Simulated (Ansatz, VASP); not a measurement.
# One calculation of Sb, two programs

POSCAR

```
Sb
1.0
    5.1294083752      0.0000000000      0.0000000000
    0.0000000000      4.2400767676      0.0000000000
    0.0000000000      0.0000000000     29.0216962420
Sb
4
Direct
    0.0594214760      0.0000000000      0.3752153082
    0.4405785240      0.5000000000      0.3752153082
    0.5594214760      0.5000000000      0.2794673073
    0.9405785240      0.0000000000      0.2794673073
```

Contents of INCAR.step1:

```
ALGO = Normal
DIPOL = 0.5 0.5 0.327
EDIFF = 1E-4
ENCUT = 520
GGA = PE
IDIPOL = 3
ISMEAR = 0
LASPH = True
LCHARG = False
LDIPOL = True
LREAL = False
LWAVE = True
NBANDS = 18
NELM = 60
PREC = Accurate
SIGMA = 0.01
```

The input INCAR.step2:

```
ALGO = Normal
DIPOL = 0.5 0.5 0.327
EDIFF = 1E-6
ENCUT = 520
IDIPOL = 3
ISIF = 2
ISMEAR = 0
ISTART = 1
LASPH = True
LCHARG = False
LDIPOL = True
LMIXTAU = True
LREAL = False
LWAVE = False
METAGGA = R2SCAN
NBANDS = 18
NELM = 60
PREC = Accurate
SIGMA = 0.01
```

Contents of KPOINTS:

```
k-points
0
Gamma
  6 6 1
```

Input for Ansatz:

```yaml
crystal:
  lattice:
    - [5.1294083752, 0.0, 0.0]
    - [0.0, 4.2400767676, 0.0]
    - [0.0, 0.0, 29.021696242]
  atoms:
    - { symbol: Sb, position: [0.059421476, 0.0, 0.3752153082] }
    - { symbol: Sb, position: [0.440578524, 0.5, 0.3752153082] }
    - { symbol: Sb, position: [0.559421476, 0.5, 0.2794673073] }
    - { symbol: Sb, position: [0.940578524, 0.0, 0.2794673073] }
  periodic: [true, true, false]
kpoints:
  mp_grid: { grid: [6, 6, 1] }
  band_path:
    path:
      - [0.0, 0.0, 0.0]
      - [0.5, 0.0, 0.0]
      - [0.5, 0.5, 0.0]
      - [0.0, 0.5, 0.0]
      - [0.378906, 0.0, 0.0]
      - [0.4, 0.0, 0.0]
    npoints: 1
hamiltonian:
  xc: r2scan
scf:
  occupations: { method: fixed }
  n_extra_bands: 5
output:
  forces: true
  stress: true
  eigenvalues: true
```

Alike in both runs: task single point; functional r2SCAN; k mesh 6 × 6 × 1; no spin polarisation.

|  | VASP | Ansatz |
| --- | --- | --- |
| version | VASP 6.6.1 | Ansatz 0.2.0 |
| potentials or method | VASP PAW PBE potentials, release 64 (Sb) | plane waves, PAW |
| plane-wave cutoff (eV) | 520 | 500 |
| occupations | gaussian, width 0.01 eV | fixed |
| valence electrons in the cell | 20 | 60 |

VASP gave:

```
gap on the k mesh at the Fermi level (eV) : 0.66
rms of the force components (eV/Å)        : 0.038
```

Q: Which values does Ansatz return?

A: gap on the k mesh at the Fermi level (eV): 0.68; rms of the force components (eV/Å): 0.003.

VASP's potentials were made for PBE, not for r2SCAN. Atom by atom the forces differ by 0.037 eV/Å (rms over components). VASP's potentials hold 20 valence electrons a cell and Ansatz's 60, so a difference there can come from the potentials and not from the codes.

Neither program's run includes spin-orbit coupling.
